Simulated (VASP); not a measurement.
Input of a VASP 6.6.1 run:

File POSCAR:

```
SrTiO3
1.0
    3.9177112476      0.0000000000      0.0000000000
    0.0000000000      3.9177112476      0.0000000000
    0.1175313374      0.0000000000      3.9177112476
Sr Ti O
1 1 3
Direct
    0.0000000000      0.0000000000      0.0000000000
    0.5000000000      0.5000000000      0.5000000000
    0.5000000000      0.0000000000      0.5000000000
    0.5000000000      0.5000000000      0.0000000000
    0.0000000000      0.5000000000      0.5000000000
```

Contents of INCAR.step1:

```
SYSTEM = SrTiO3
ALGO = Normal ; EDIFF = 1E-4
ENCUT = 520 ; GGA = PE
ISMEAR = 0 ; LASPH = .TRUE.
LCHARG = .FALSE. ; LDAU = .TRUE.
LDAUJ = 0 0 0 ; LDAUL = -1 2 -1
LDAUTYPE = 2 ; LDAUU = 0 4 0
LMAXMIX = 4 ; LREAL = .FALSE.
LWAVE = .TRUE. ; NBANDS = 28
NELM = 150 ; PREC = Accurate
SIGMA = 0.02
```

File INCAR.step2:

```
SYSTEM = SrTiO3
ALGO = Normal ; EDIFF = 1E-6
ENCUT = 520 ; ISIF = 2
ISMEAR = 0 ; ISTART = 1
LASPH = .TRUE. ; LCHARG = .TRUE.
LDAU = .TRUE. ; LDAUJ = 0 0 0
LDAUL = -1 2 -1 ; LDAUPRINT = 1
LDAUTYPE = 2 ; LDAUU = 0 4 0
LELF = .TRUE. ; LMAXMIX = 4
LMIXTAU = .TRUE. ; LREAL = .FALSE.
LVHAR = .TRUE. ; LWAVE = .FALSE.
METAGGA = R2SCAN ; NBANDS = 28
NELM = 150 ; PREC = Accurate
SIGMA = 0.02
```

Contents of KPOINTS:

```
k-points
0
G
  6 6 6
  0 0 0
```

Potentials or basis: VASP PAW PBE potentials, release 64 (Sr_sv, Ti_sv, O).

Launch:

```sh
$ cat potpaw_PBE.64/Sr_sv/POTCAR potpaw_PBE.64/Ti_sv/POTCAR potpaw_PBE.64/O/POTCAR > POTCAR
$ cp INCAR.step1 INCAR
$ mpirun -np 1 vasp_std > vasp.out
$ cp INCAR.step2 INCAR
$ mpirun -np 1 vasp_std > vasp.out
```

Question: What does it give for the pressure?

Answer: 3.2 GPa.

Question: Predict the band gap on the k mesh.

Answer: 2.75 eV, indirect (least direct gap 3.13 eV).

Stress tensor (GPa, compression positive):
```
 3.15  0.00 -3.65
 0.00  3.20  0.00
-3.65  0.00  3.25
```

Caveat: the PAW data sets were made with another functional, which shifts forces and pressure a little. A k mesh can miss the band edges.
